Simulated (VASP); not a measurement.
# SiC: single point with PBEsol

Crystal: SiC.

```
Si C
1.0
     0.00000    2.29271    2.29271
     2.29271    0.00000    2.29271
     2.23264    2.23264    0.06007
Si C
1 1
Direct
  0.00000 0.00000 0.00000
  0.75000 0.75000 0.75000
```

```yaml
Program: VASP 6.6.1
Task: single point
Functional: PBEsol
Potentials_or_basis: VASP PAW PBE potentials, release 64 (Si, C)
Cutoff: 520 eV
k_mesh: 12 × 12 × 12
Occupations: gaussian, width 0.05 eV
Spin: no spin polarisation
Dipole_correction: no
Further_INCAR_settings: ALGO = Normal; EDIFF = 1e-06; NBANDS = 11
```

| Quantity | Value |
| --- | --- |
| Pressure | -19.4 GPa |
| Largest force | 0.219 eV/Å |
| Band gap on the k mesh | 1.20 eV, indirect (least direct gap 4.09 eV) |

Forces in eV/Å, atoms in the order of the input:
```
Si  -0.127 -0.127  0.127
C    0.127  0.127 -0.127
```

Stress tensor (GPa, compression positive):
```
-19.41   5.53  -5.53
  5.53 -19.41  -5.53
 -5.53  -5.53 -19.41
```

Levels at points of the mesh, in eV from the valence-band top:
| k point | band 2 | band 3 | band 4 | band 5 | band 6 | band 7 |
| --- | --- | --- | --- | --- | --- | --- |
| (0.00, 0.00, 0.00) | -0.15 | -0.15 | 0.00 | 4.61 | 6.14 | 6.14 |
| (0.50, 0.00, 0.00) | -8.12 | -1.06 | -1.05 | 4.44 | 6.43 | 6.99 |
| (0.50, 0.50, 0.00) | -7.59 | -3.27 | -2.89 | 1.20 | 3.77 | 12.35 |
| (0.00, 0.00, 0.50) | -8.06 | -1.33 | -1.33 | 3.78 | 6.31 | 6.31 |

Wall time 39 s on 1 thread of Intel Xeon 8259CL (shared host), peak memory 0.17 GiB.

Caveat: the PAW data sets were made with another functional, which shifts forces and pressure a little. A k mesh can miss the band edges.
